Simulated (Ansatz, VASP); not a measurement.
**InSe: VASP beside Ansatz**

```
In Se
1.0
     4.01811    0.00000    0.00000
    -2.00906    3.47979    0.00000
     0.00000    0.00000   16.92561
In Se
4 4
Direct
  0.33333 0.66667 0.16770
  0.66667 0.33333 0.66770
  0.33333 0.66667 0.33230
  0.66667 0.33333 0.83230
  0.33333 0.66667 0.59279
  0.66667 0.33333 0.09279
  0.33333 0.66667 0.90721
  0.66667 0.33333 0.40721
```

Alike in both runs: task single point; functional LDA; k mesh 12 × 12 × 2; no spin polarisation.

|  | VASP | Ansatz |
| --- | --- | --- |
| version | VASP 6.6.1 | Ansatz 0.2.0 |
| potentials or method | VASP PAW LDA potentials, release 64 (In_d, Se) | plane waves, PAW |
| plane-wave cutoff (eV) | 520 | 420 |
| occupations | gaussian, width 0.01 eV | fixed |
| valence electrons in the cell | 76 | 116 |

Ansatz gave:

* gap on the k mesh at the Fermi level (eV): 0.22
* pressure (GPa): -1.7
* traceless stress, the component that is largest in VASP (GPa): -0.10
* rms of the force components (eV/Å): 0.052

**Question.** Estimate VASP's values.

**Answer.** gap on the k mesh at the Fermi level (eV): 0.23; pressure (GPa): -1.6; traceless stress, the component that is largest in VASP (GPa): -0.09; rms of the force components (eV/Å): 0.043.

LDA's correlation is that of Perdew and Zunger in VASP and of Perdew and Wang (1992) in Ansatz. Atom by atom the forces differ by 0.012 eV/Å (rms over components). VASP's potentials hold 76 valence electrons a cell and Ansatz's 116, so a difference there can come from the potentials and not from the codes.
